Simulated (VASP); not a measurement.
Write the native input for VASP 6.6.1 that does the following.

```
Task                   : single point
Functional             : LDA
Potentials or basis    : VASP PAW LDA potentials, release 64 (Li_sv, Se)
Cutoff                 : 750 eV
k mesh                 : 9 × 9 × 9
Occupations            : fermi-dirac, width 0.03 eV
Spin                   : no spin polarisation
Dipole correction      : no
Further INCAR settings : ALGO = Normal; EDIFF = 1e-06; NBANDS = 13
```

The structure of Li2Se lies in POSCAR:

```
Li2Se
1.0
    0.0000000000      2.9412072914      2.9412072914
    2.9412072914      0.0000000000      2.9412072914
    2.9412072914      2.9412072914      0.0000000000
Li Se
2 1
Direct
    0.2500000000      0.2500000000      0.2500000000
    0.7500000000      0.7500000000      0.7500000000
    0.0000000000      0.0000000000      0.0000000000
```

This cell differs from its parent crystal: volume scaled by 0.94.

The input as run:

INCAR

```
ALGO     = Normal         # electronic algorithm
EDIFF    = 1E-6           # SCF threshold, eV
ENCUT    = 750            # plane-wave cutoff, eV
GGA_COMPAT= F            
ISIF     = 2              # what is computed and relaxed
ISMEAR   = -1             # smearing method
LASPH    = T              # aspherical terms in the spheres
LCHARG   = T              # write CHGCAR
LELF     = T              # ELF
LREAL    = F              # projectors in reciprocal space
LVHAR    = T            
LWAVE    = F              # write WAVECAR
NBANDS   = 13             # bands
NELM     = 120            # most SCF steps
PREC     = Accurate       # precision mode
SIGMA    = 0.03           # smearing width, eV
```

KPOINTS

```
k-points
0
Gamma
  9 9 9
```

Potentials or basis: VASP PAW LDA potentials, release 64 (Li_sv, Se).

Launch:

```console
$ cat potpaw_LDA.64/Li_sv/POTCAR potpaw_LDA.64/Se/POTCAR > POTCAR
$ mpirun -np 1 vasp_std > vasp.out
```

Results of the run:

| Item | Value |
| --- | --- |
| Pressure | -0.6 GPa |
| Band gap on the k mesh | 2.84 eV, indirect (least direct gap 3.47 eV) |

Run time: 27 s on 1 thread of Intel(R) Xeon(R) 6975P-C (Granite Rapids), with other jobs on the host, peak memory 0.21 GiB.
